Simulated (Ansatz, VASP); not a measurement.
# FeSi in VASP and in Ansatz

```xyz
8
Lattice="4.4033 0.0000 0.0000 0.0000 4.4033 0.0000 0.0000 0.0000 4.4033" Properties=species:S:1:pos:R:3 pbc="T T T"
Fe    0.6027    0.6027    0.6027
Fe    1.5990    3.8007    2.8043
Fe    2.8043    1.5990    3.8007
Fe    3.8007    2.8043    1.5990
Si    3.7032    3.7032    3.7032
Si    2.9018    0.7002    1.5015
Si    1.5015    2.9018    0.7002
Si    0.7002    1.5015    2.9018
```

Alike in both runs: task electric field gradients; functional PBEsol; k mesh 8 × 8 × 8; occupations gaussian, width 0.01 eV; no spin polarisation.

```csv
,VASP,Ansatz
version,VASP 6.6.1,Ansatz 0.2.0
potentials or method,"VASP PAW PBE potentials, release 64 (Fe, Si), cutoff 520 eV","scalar-relativistic, plane waves, PAW"
valence electrons in the cell,48,80
```

```tsv
	VASP	Ansatz	Ansatz less VASP
gap on the k mesh at the Fermi level (eV)	0.14	0.15	+0.007
least direct gap on the mesh (eV)	0.16	0.17	+0.004
pressure (GPa)	0.6	0.0	-0.64
rms of the force components (eV/Å)	0.019	0.000	-0.0188
size of Vzz on the site where it differs most (V/Å²)	46.7	54.7	+7.99
```

VASP's potentials were made for PBE, not for PBEsol. Atom by atom the forces differ by 0.019 eV/Å (rms over components). With one functional, cell and mesh, what is left measures potentials, basis and numerics. VASP's potentials hold 48 valence electrons a cell and Ansatz's 80, so a difference there can come from the potentials and not from the codes.
